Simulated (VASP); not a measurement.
A run of VASP 6.6.1 is set up as follows.

The input POSCAR:

```
Zr
1.0
   -1.7987839886      1.7987839886      1.7987839886
    1.7987839886     -1.7987839886      1.7987839886
    1.7987839886      1.7987839886     -1.7987839886
Zr
1
Direct
    0.0000000000      0.0000000000      0.0000000000
```

Contents of INCAR.step1:

```
PREC = Accurate
ENCUT = 600
ISMEAR = -1
SIGMA = 0.1
LREAL = F
LASPH = T
NELM = 100
GGA = PE
ALGO = Normal
EDIFF = 1E-4
LWAVE = T
LCHARG = F
```

File INCAR.step2:

```
PREC = Accurate
ENCUT = 600
EDIFF = 1E-6
ISMEAR = -1
SIGMA = 0.1
LREAL = F
LASPH = T
NELM = 100
ALGO = Normal
ISIF = 3
LWAVE = F
LCHARG = F
METAGGA = R2SCAN
LMIXTAU = T
IBRION = 2
NSW = 80
EDIFFG = -0.01
ISTART = 1
```

File KPOINTS:

```
Automatic mesh
0
Gamma
  12 12 12
```

Potentials or basis: VASP PAW PBE potentials, release 64 (Zr_sv).

Launch:

```console
$ cat potpaw_PBE.64/Zr_sv/POTCAR > POTCAR
$ cp INCAR.step1 INCAR
$ mpirun -np 1 vasp_std > vasp.out
$ cp INCAR.step2 INCAR
$ mpirun -np 1 vasp_std > vasp.out
```

Question: What does it give for the relaxed cell?

Answer: a = 3.104 Å, b = 3.104 Å, c = 3.104 Å, α = 109.47°, β = 109.47°, γ = 109.47°.

Question: Estimate the band gap on the k mesh.

Answer: Zero (bands 6 and 7 overlap by 2.00 eV).

Question: What does it give for the space group after relaxing (to 0.1 Å)?

Answer: Im-3m (No. 229).

Question: Estimate the relaxed volume.

Answer: 23.03 Å³/atom.

Step by step:
| step | energy change (eV) | largest force (eV/Å) | pressure (GPa) | volume (Å³) |
| --- | --- | --- | --- | --- |
| 1 | 0.0000 | 0.0000 | -0.94 | 23.28 |
| 2 | -0.0002 | 0.0000 | 0.84 | 22.82 |
| 3 | -0.0007 | 0.0000 | 0.01 | 23.03 |

Caveat: the PAW data sets were made with another functional, which shifts forces and pressure a little.
